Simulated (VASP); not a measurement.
Input of a VASP 6.6.1 run:

Contents of INCAR:

```
SYSTEM = Ba3HfO
PREC     = Accurate       ! precision mode
ENCUT    = 600            ! plane-wave cutoff, eV
EDIFF    = 1E-6           ! SCF threshold, eV
ISMEAR   = 0              ! smearing method
SIGMA    = 0.1            ! smearing width, eV
LREAL    = .False.        ! projectors in reciprocal space
LASPH    = .True.         ! aspherical terms in the spheres
NELM     = 80             ! most SCF steps
ALGO     = Normal         ! electronic algorithm
ISIF     = 3              ! what is computed and relaxed
LWAVE    = .False.        ! write WAVECAR
LCHARG   = .False.        ! write CHGCAR
GGA      = PE             ! functional
IBRION   = 2              ! ionic algorithm
NSW      = 100            ! ionic steps
EDIFFG   = -0.01          ! ionic threshold
```

Contents of KPOINTS:

```
regular mesh
0
Gamma
  6 6 10
  0 0 0
```

POSCAR

```
Ba3HfO
1.0
    7.5475546754      0.0000000000      0.0000000000
    0.0000000000      7.5475546754      0.0000000000
    0.0000000000      0.0000000000      3.9758191979
Ba Hf O
3 1 1
Direct
    0.0000000000      0.5000000000      0.0000000000
    0.5000000000      0.0000000000      0.0000000000
    0.5000000000      0.5000000000      0.0000000000
    0.0000000000      0.0000000000      0.0000000000
    0.0000000000      0.0000000000      0.5000000000
```

Potentials or basis: VASP PAW PBE potentials, release 64 (Ba_sv, Hf_pv, O).

Launch:

```sh
$ cat potpaw_PBE.64/Ba_sv/POTCAR potpaw_PBE.64/Hf_pv/POTCAR potpaw_PBE.64/O/POTCAR > POTCAR
$ mpirun -np 1 vasp_std > vasp.out
```

Q: Predict the space group after relaxing (to 0.1 Å).

A: P4/mmm (No. 123).

Q: What does it give for the relaxed volume?

A: 45.58 Å³/atom.

Final structure:
```
Ba Hf O
1.0
     7.58303    0.00000    0.00000
     0.00000    7.58303    0.00000
     0.00000    0.00000    3.96331
Ba Hf O
3 1 1
Direct
  0.00000 0.50000 0.00000
  0.50000 0.00000 0.00000
  0.50000 0.50000 0.00000
  0.00000 0.00000 0.00000
  0.00000 0.00000 0.50000
```
